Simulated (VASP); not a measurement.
Wanted: the native input for a VASP 6.6.1 run.

- Task: single point
- Functional: PBE
- Potentials or basis: VASP PAW PBE potentials, release 64 (Sr_sv)
- Cutoff: 520 eV
- k mesh: 11 × 11 × 10
- Occupations: fermi-dirac, width 0.05 eV
- Spin: no spin polarisation
- Dipole correction: no
- Further INCAR settings: ALGO = Normal; EDIFF = 1e-06; NBANDS = 11

The structure of Sr lies in POSCAR:

```
Sr
1.0
    3.3153389512      0.0000000000      0.0000000000
   -1.6576694756      2.8711677539      0.0000000000
    0.0000000000      0.0000000000      3.0048482412
Sr
1
Direct
    0.0000000000      0.0000000000      0.0000000000
```

This cell differs from its parent crystal: volume scaled by 0.52.

One way to write it, as run:

INCAR

```
ALGO     = Normal         # electronic algorithm
EDIFF    = 1E-6           # SCF threshold, eV
ENCUT    = 520            # plane-wave cutoff, eV
GGA      = PE             # functional
ISIF     = 2              # what is computed and relaxed
ISMEAR   = -1             # smearing method
LASPH    = True           # aspherical terms in the spheres
LCHARG   = False          # write CHGCAR
LREAL    = False          # projectors in reciprocal space
LWAVE    = False          # write WAVECAR
NBANDS   = 11             # bands
NELM     = 60             # most SCF steps
PREC     = Accurate       # precision mode
SIGMA    = 0.05           # smearing width, eV
```

KPOINTS

```
k-points
0
Gamma
  11 11 10
```

Potentials or basis: VASP PAW PBE potentials, release 64 (Sr_sv).

Run with:

```bash
$ cat potpaw_PBE.64/Sr_sv/POTCAR > POTCAR
$ mpirun -np 1 vasp_std > vasp.out
```

Results of the run:

The pressure is 18.3 GPa and the band gap on the k mesh is zero (band 5 reaches 4.81 eV, above the bottom of band 6 at 4.09 eV).

Run time: 14 s on 1 thread of Intel(R) Xeon(R) Platinum 8488C (Sapphire Rapids), on a shared host, peak memory 0.16 GiB.
